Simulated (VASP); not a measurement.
# CuO (P1) in VASP: settings compared

Aim: see how the results for CuO move with the level of theory and the settings. Levels: PBE, PBE+D3(BJ), RPBE. Tasks: single point, relaxation of cell and atoms.

All numbers are computed with VASP 6.6.1; they aren't measurements. Logs are shortened: lines on timing, memory, paths and dates and some standing lists are left out, and cuts for length are marked.

## Step 1: The cell of the first run

The typed cell holds 2 atoms: a = 2.993 Å, b = 2.993 Å, c = 2.993 Å, α = 60.00°, β = 60.00°, γ = 60.00°.

## Step 2: Single point, PBE

INCAR

```
SYSTEM = CuO
PREC = Accurate ; ENCUT = 520
EDIFF = 1E-6 ; ISMEAR = -1
SIGMA = 0.05 ; LREAL = .False.
LASPH = .True. ; NELM = 60
ALGO = Normal ; ISIF = 2
LWAVE = .False. ; LCHARG = .False.
GGA = PE ; NBANDS = 16
```

KPOINTS

```
regular mesh
0
Gamma
  15 15 15
  0 0 0
```

POSCAR

```
CuO
1.0
    0.0000000000      2.1165600000      2.1165600000
    2.1165600000      0.0000000000      2.1165600000
    2.1165600000      2.1165600000      0.0000000000
Cu O
1 1
Direct
    0.0294977200      0.0281008700      0.9080259900
    0.4705022800      0.4718991300      0.5919740100
```

Potentials or basis: VASP PAW PBE potentials, release 64 (Cu, O).

On the command line:

```sh
$ cat potpaw_PBE.64/Cu/POTCAR potpaw_PBE.64/O/POTCAR > POTCAR
$ mpirun -np 1 vasp_std > vasp.out
```

OUTCAR:

```text
SYSTEM = CuO
   PREC = Accurate
   ENCUT = 520
   EDIFF = 1E-6
   ISMEAR = -1
   LREAL = .False.
   LASPH = .True.
   NELM = 60
   ISIF = 2
   GGA = PE

 ion  position               nearest neighbor table
   1  0.029  0.028  0.908-   2 1.88   2 1.89   2 1.91
   2  0.471  0.472  0.592-   1 1.88   1 1.89   1 1.91

  LATTYP: Found a face centered cubic cell.
 ALAT       =     4.2331200000

  Lattice vectors:

 A1 = (   0.0000000000,   2.1165600000,   2.1165600000)
 A2 = (   2.1165600000,   0.0000000000,   2.1165600000)
 A3 = (   2.1165600000,   2.1165600000,   0.0000000000)

Analysis of symmetry for initial positions (statically):
=====================================================================
 Subroutine PRICEL returns:
 Original cell was already a primitive cell.

 Routine SETGRP: Setting up the symmetry group for a
 face centered cubic supercell.

 Subroutine GETGRP returns: Found  1 space group operations
 (whereof  1 operations were pure point group operations)
 out of a pool of 48 trial point group operations.

The static configuration has the point symmetry C_1 .

Analysis of symmetry for dynamics (positions and initial velocities):
=====================================================================
 Subroutine PRICEL returns:
 Original cell was already a primitive cell.

 Routine SETGRP: Setting up the symmetry group for a
 face centered cubic supercell.

 Subroutine GETGRP returns: Found  1 space group operations
 (whereof  1 operations were pure point group operations)
 out of a pool of 48 trial point group operations.

The dynamic configuration has the point symmetry C_1 .

 Subroutine INISYM returns: Found  1 space group operations
 (whereof  1 operations are pure point group operations),
 and found     1 'primitive' translations

----------------------------------------------------------------------------------------

                                     Primitive cell

  volume of cell :      18.9636

  direct lattice vectors                    reciprocal lattice vectors
     0.000000000  2.116560000  2.116560000    -0.236232377  0.236232377  0.236232377
     2.116560000  0.000000000  2.116560000     0.236232377 -0.236232377  0.236232377
     2.116560000  2.116560000  0.000000000     0.236232377  0.236232377 -0.236232377

  length of vectors
     2.993267858  2.993267858  2.993267858     0.409166479  0.409166479  0.409166479

  position of ions in fractional coordinates (direct lattice)
     0.029497720  0.028100870  0.908025990
     0.470502280  0.471899130  0.591974010

  ion indices of the primitive-cell ions
   primitive index   ion index
                 1           1
                 2           2

----------------------------------------------------------------------------------------

 KPOINTS: regular mesh

Automatic generation of k-mesh.
 Grid dimensions read from file:
 generate k-points for:   15   15   15

 Generating k-lattice:

  Cartesian coordinates                     Fractional coordinates (reciprocal lattice)
    -0.015748825  0.015748825  0.015748825     0.066666667  0.000000000  0.000000000
     0.015748825 -0.015748825  0.015748825     0.000000000  0.066666667  0.000000000
     0.015748825  0.015748825 -0.015748825     0.000000000  0.000000000  0.066666667

  Length of vectors
     0.027277765  0.027277765  0.027277765

  Shift w.r.t. Gamma in fractional coordinates (k-lattice)
     0.000000000  0.000000000  0.000000000

 Subroutine IBZKPT returns following result:
 ===========================================

 Found   1688 irreducible k-points:

 Following reciprocal coordinates:
            Coordinates               Weight
  0.000000  0.000000  0.000000      1.000000
  0.066667  0.000000  0.000000      2.000000
  0.000000  0.066667  0.000000      2.000000
  0.000000  0.000000  0.066667      2.000000
  0.066667  0.066667  0.066667      2.000000
  0.133333  0.000000  0.000000      2.000000
[... 16 lines left out ...]
  0.000000  0.400000  0.000000      2.000000
  0.000000  0.000000  0.400000      2.000000
 [... further k-points ...]
   k-points           NKPTS =   1688   k-points in BZ     NKDIM =   1688   number of bands    NBANDS=     16
   number of dos      NEDOS =    301   number of ions     NIONS =      2
   total plane-waves  NPLWV =  13824
   dimension x,y,z NGX =    24 NGY =   24 NGZ =   24
   dimension x,y,z NGXF=    48 NGYF=   48 NGZF=   48
   ions per type =               1   1
   NGX,Y,Z   is equivalent  to a cutoff of  13.33, 13.33, 13.33 a.u.
   NGXF,Y,Z  is equivalent  to a cutoff of  26.66, 26.66, 26.66 a.u.
 SYSTEM =  CuO
   PREC   = accura    normal or accurate (medium, high low for compatibility)
   ISTART =      0    job   : 0-new  1-cont  2-samecut
   ICHARG =      2    charge: 1-file 2-atom 10-const
   ISPIN  =      1    spin polarized calculation?
   LNONCOLLINEAR =      F non collinear calculations
   LSORBIT =      F    spin-orbit coupling
   LASPH  =      T    aspherical Exc in radial PAW
   ENCUT  =  520.0 eV  38.22 Ry    6.18 a.u.   5.57  5.57  5.57*2*pi/ulx,y,z
   NELM   =     60;   NELMIN=  2; NELMDL= -5     # of ELM steps
   EDIFF  = 0.1E-05   stopping-criterion for ELM
   LREAL  =      F    real-space projection
   EDIFFG = 0.1E-04   stopping-criterion for IOM
   NSW    =      0    number of steps for IOM
   IBRION =     -1    ionic relax: 0-MD 1-quasi-New 2-CG
   NFREE  =      0    steps in history (QN), initial steepest desc. (CG)
   ISIF   =      2    stress and relaxation
   ISYM   =      2    0-nonsym 1-usesym 2-fastsym
   POTIM  = 0.5000    time-step for ionic-motion
   TEBEG  =    0.0;   TEEND  =   0.0 temperature during run
   PSTRESS=    0.0 pullay stress
   NELECT =      17.0000    total number of electrons
   NUPDOWN=      -1.0000    fix difference up-down
   EMIN   =  10.00;   EMAX   =-10.00  energy-range for DOS
   EFERMI =   0.00;   METHOD = LEGACY
   ISMEAR =    -1;   SIGMA  =   0.05  broadening in eV -4-tet -1-fermi 0-gaus
   EFERMI_NEDOS =   21; number of points for ismear=-14 and -15
   IALGO  =     38    algorithm
   IMIX   =      4    mixing-type and parameters
     AMIX     =   0.40;   BMIX     =  1.00
     AMIX_MAG =   1.60;   BMIX_MAG =  1.00
  volume/ion in A,a.u.               =       9.48        63.99
  Fermi-wavevector in a.u.,A,eV,Ry     =   1.578522  2.982973 33.902055  2.491731
  Thomas-Fermi vector in A             =   2.679040
   LORBIT       =      0    0 simple, 1 ext, 2 COOP (PROOUT), +10 PAW based schemes
   GGA     = PE    functional components
   LHFCALC =     F    Hartree Fock is set to
   AEXX    =    0.0000 exact exchange contribution
   IVDW    =     0    specifies the selected vdW correction
   LEPSILON=     F    determine dielectric tensor
   LRPA    =     F    only Hartree local field effects (RPA)
 non-spin polarized calculation
  energy-cutoff  :      520.00
  volume of cell :       18.96
 maximum number of plane-waves:       533
   NGX = 11   NGY = 11   NGZ = 11

 number of electron      17.0000002 magnetization

 Free energy of the ion-electron system (eV)
  ---------------------------------------------------
  ext. energy  EPLUGINS =         0.00000000
  ---------------------------------------------------
  free energy    TOTEN  =        -9.11390328 eV

  energy without entropy =       -9.09195731  energy(sigma->0) =       -9.10293030

 E-fermi :   6.1877     XC(G=0): -12.3624

 val. band max:        6.1874978431   @ k =  -0.1333  -0.2000   0.2667
 cond. band min:       6.1877779893   @ k =  -0.4000   0.1333   0.0667
 fundamental gap:      0.0002801462
 Fermi energy:         6.1876860012

 k-point     1 :       0.0000    0.0000    0.0000
  band No.  band energies     occupation
      1     -13.5296      2.00000
      2       1.6212      2.00000
      3       1.6771      2.00000
      4       2.3179      2.00000
      5       3.6830      2.00000
      6       3.7172      2.00000
[... 8 lines left out ...]
     15      28.1438      0.00000
     16      28.1819      0.00000

 k-point     2 :       0.0667    0.0000    0.0000
  band No.  band energies     occupation
      1     -13.4846      2.00000
      2       1.4412      2.00000
      3       1.6436      2.00000
      4       2.4003      2.00000
      5       3.6736      2.00000
      6       3.7044      2.00000
[... 8 lines left out ...]
     15      27.7215      0.00000
     16      27.8836      0.00000

 k-point     3 :       0.0000    0.0667    0.0000
  band No.  band energies     occupation
      1     -13.4846      2.00000
      2       1.4344      2.00000
      3       1.6530      2.00000
      4       2.3991      2.00000
      5       3.6734      2.00000
      6       3.7035      2.00000
[... 8 lines left out ...]
     15      27.7296      0.00000
     16      27.8706      0.00000

 k-point     4 :       0.0000    0.0000    0.0667
  band No.  band energies     occupation
      1     -13.4853      2.00000
      2       1.5652      2.00000
      3       1.6213      2.00000
      4       2.1702      2.00000
      5       3.7046      2.00000
      6       3.7363      2.00000
[... 8 lines left out ...]
     15      27.7138      0.00000
     16      27.7543      0.00000

 k-point     5 :       0.0667    0.0667    0.0667
  band No.  band energies     occupation
      1     -13.4847      2.00000
      2       1.4751      2.00000
      3       1.6004      2.00000
      4       2.4053      2.00000
      5       3.6740      2.00000
      6       3.7080      2.00000
[... 8 lines left out ...]
     15      27.6958      0.00000
     16      27.9253      0.00000

 k-point     6 :       0.1333    0.0000    0.0000
  band No.  band energies     occupation
      1     -13.3549      2.00000
      2       0.9998      2.00000
      3       1.5806      2.00000
      4       2.5252      2.00000
      5       3.6420      2.00000
      6       3.6818      2.00000
[... 8 lines left out ...]
     15      27.2656      0.00000
     16      28.2667      0.00000
[... 267 lines left out ...]
 k-point    21 :       0.3333    0.3333    0.3333
  band No.  band energies     occupation
      1     -12.6736      2.00000
      2      -0.6846      2.00000
      3       1.1532      2.00000
      4       2.2533      2.00000
      5       3.7658      2.00000
      6       3.8901      2.00000
[... 8 lines left out ...]
     15      28.9782      0.00000
     16      29.3272      0.00000

 k-point    22 :       0.4000    0.0000    0.0000
  band No.  band energies     occupation
      1     -12.4708      2.00000
      2      -1.1145      2.00000
      3       1.1137      2.00000
      4       2.0717      2.00000
      5       3.9144      2.00000
      6       4.0013      2.00000
[... 8 lines left out ...]
     15      30.0066      0.00000
     16      30.1119      0.00000

 k-point    23 :       0.0000    0.4000    0.0000
  band No.  band energies     occupation
      1     -12.4704      2.00000
      2      -1.1168      2.00000
      3       1.1324      2.00000
      4       2.0721      2.00000
      5       3.9078      2.00000
      6       3.9988      2.00000
[... 8 lines left out ...]
     15      30.0165      0.00000
     16      30.0994      0.00000

 k-point    24 :       0.0000    0.0000    0.4000
  band No.  band energies     occupation
      1     -12.4837      2.00000
      2      -0.7571      2.00000
      3       0.6644      2.00000
      4       0.7244      2.00000
      5       4.1851      2.00000
      6       4.1989      2.00000
[... 8 lines left out ...]
     15      30.0653      0.00000
     16      30.0839      0.00000

 [... further k-points ...]
[... 5 lines left out ...]
  --------------------------------------------------------------------------------------
  -------------------------------------------------------------------------------------
  Total        2.4529854      2.3485215      2.0177549     -0.5371510      0.4239933      0.4482880
  in kB      207.2448713    198.4190496    170.4736472    -45.3821651     35.8218347     37.8744123
  external PRESSURE =     192.0458560 kB  Pullay stress =       0.0000000 kB

 VOLUME and BASIS-vectors are now :
 -----------------------------------------------------------------------------
  energy-cutoff  :      520.00
  volume of cell :       18.96
      direct lattice vectors                 reciprocal lattice vectors
     0.000000000  2.116560000  2.116560000    -0.236232377  0.236232377  0.236232377
     2.116560000  0.000000000  2.116560000     0.236232377 -0.236232377  0.236232377
     2.116560000  2.116560000  0.000000000     0.236232377  0.236232377 -0.236232377

 POSITION                                       TOTAL-FORCE (eV/Angst)
 -----------------------------------------------------------------------------------
      1.98137      1.98433      0.12191         0.679560      0.622499     -0.451500
      2.25175      2.24879      1.99465        -0.679560     -0.622499      0.451500
 -----------------------------------------------------------------------------------
    total drift:                                0.000024     -0.000045      0.000395

  FREE ENERGIE OF THE ION-ELECTRON SYSTEM (eV)
  ---------------------------------------------------
  free  energy   TOTEN  =        -9.1139032773 eV

  energy  without entropy=       -9.0919573144  energy(sigma->0) =       -9.10293030
```

It took 5.1 min on 1 thread of Intel Xeon Platinum 8259CL at 2.50GHz (Skylake/Cascade Lake), shared host; peak memory 0.58 GiB.

What came out:

- Free energy: -9.1139 eV
- Pressure: 19.2 GPa
- Largest force: 1.026 eV/Å
- Band gap on the k mesh: zero (an odd number of electrons rules out a gap without spin polarisation)

Forces on the atoms (eV/Å):
```
Cu   0.680  0.622 -0.452
O   -0.680 -0.622  0.452
```

Caveat: the cell stands under pressure; an odd number of electrons without spin polarisation forces a metal; a magnetic or distorted state may lie lower; semilocal functionals often make such compounds metallic where correlation or magnetic order opens a gap, which also shifts bond lengths.

## Step 3: Relaxation of cell and atoms, PBE+D3(BJ)

INCAR

```
  PREC = Accurate
  ENCUT = 600
  EDIFF = 1E-6
  ISMEAR = -1
  SIGMA = 0.05
  LREAL = False
  LASPH = True
  NELM = 60
  ALGO = Normal
  ISIF = 3
  LWAVE = False
  LCHARG = False
  GGA = PE
  IVDW = 12
  IBRION = 2
  NSW = 60
  EDIFFG = -0.01
```

KPOINTS

```
regular mesh
0
Gamma
  11 11 11
```

POSCAR is that of step 2.

Potentials or basis: VASP PAW PBE potentials, release 64 (Cu, O).

On the command line:

```sh
$ cat potpaw_PBE.64/Cu/POTCAR potpaw_PBE.64/O/POTCAR > POTCAR
$ mpirun -np 1 vasp_std > vasp.out
```

Run time: 17 min. Hardware: 1 thread of Intel Xeon Platinum 8259CL at 2.50GHz (Skylake/Cascade Lake), shared host; peak memory 0.38 GiB.

The run converged. Its results:

| Quantity | Value |
| --- | --- |
| Free energy | -10.1485 eV |
| Relaxed volume | 9.30 Å³/atom |
| Relaxed cell | a = 2.974 Å, b = 2.975 Å, c = 2.975 Å, α = 59.98°, β = 59.99°, γ = 60.01° |
| Space group after relaxing (to 0.1 Å) | Fm-3m (No. 225) |
| Energy gained by relaxing | 213.6 meV/atom |
| Ionic steps | 20 |
| Pressure after relaxing | -0.1 GPa |
| Largest force after relaxing | 0.008 eV/Å |
| Band gap on the k mesh | zero (an odd number of electrons rules out a gap without spin polarisation) |
| Dispersion energy per atom | -0.308 eV |

Forces in eV/Å, atoms in the order of the input:
```
Cu   0.007  0.004  0.000
O   -0.007 -0.004  0.000
```

Step by step:
```tsv
step	energy change (eV)	largest force (eV/Å)	pressure (GPa)	volume (Å³)
1	0.0000	1.0182	13.77	18.96
2	-0.0883	0.6009	-11.08	21.28
3	-0.1060	0.7068	-5.20	20.54
4	-0.1937	0.9111	-6.70	20.20
5	-0.3827	0.1753	-5.58	19.18
6	-0.3842	0.0759	-4.07	18.98
7	-0.3854	0.0286	-4.85	19.06
8	-0.3837	0.2215	10.06	17.73
9	-0.4020	0.0745	1.86	18.40
10	-0.4186	0.0639	0.87	18.49
11	-0.4265	0.0545	-0.25	18.63
12	-0.4270	0.0553	-0.15	18.60
13	-0.4270	0.0552	-0.11	18.61
14	-0.4273	0.0047	0.16	18.58
15	-0.4273	0.0018	0.29	18.58
16	-0.4273	0.0028	0.29	18.58
17	-0.4272	0.0170	-0.61	18.65
18	-0.4273	0.0032	-0.06	18.60
19	-0.4273	0.0050	-0.10	18.60
20	-0.4273	0.0075	-0.14	18.61
```

Final structure:
```xyz
2
Lattice="0.0003 2.1036 2.1028 2.1042 0.0005 2.1027 2.1036 2.1032 0.0001" Properties=species:S:1:pos:R:3 pbc="T T T"
Cu    4.2073    2.1034    2.1028
O     2.1046    2.1039    2.1028
```

Levels at points of the mesh, in eV from the Fermi level:
| k point | band 6 | band 7 | band 8 | band 9 | band 10 | band 11 | band 12 |
| --- | --- | --- | --- | --- | --- | --- | --- |
| (0.00, 0.00, 0.00) | -2.40 | -2.40 | -2.22 | -2.22 | 1.55 | 18.27 | 18.84 |

Caveat: an odd number of electrons without spin polarisation forces a metal; a magnetic or distorted state may lie lower; semilocal functionals often make such compounds metallic where correlation or magnetic order opens a gap, which also shifts bond lengths. With open d or f shells a metallic result of PBE can be an artefact of self-interaction; +U or a hybrid may open a gap.

(Part 1 of 2 ends here.)
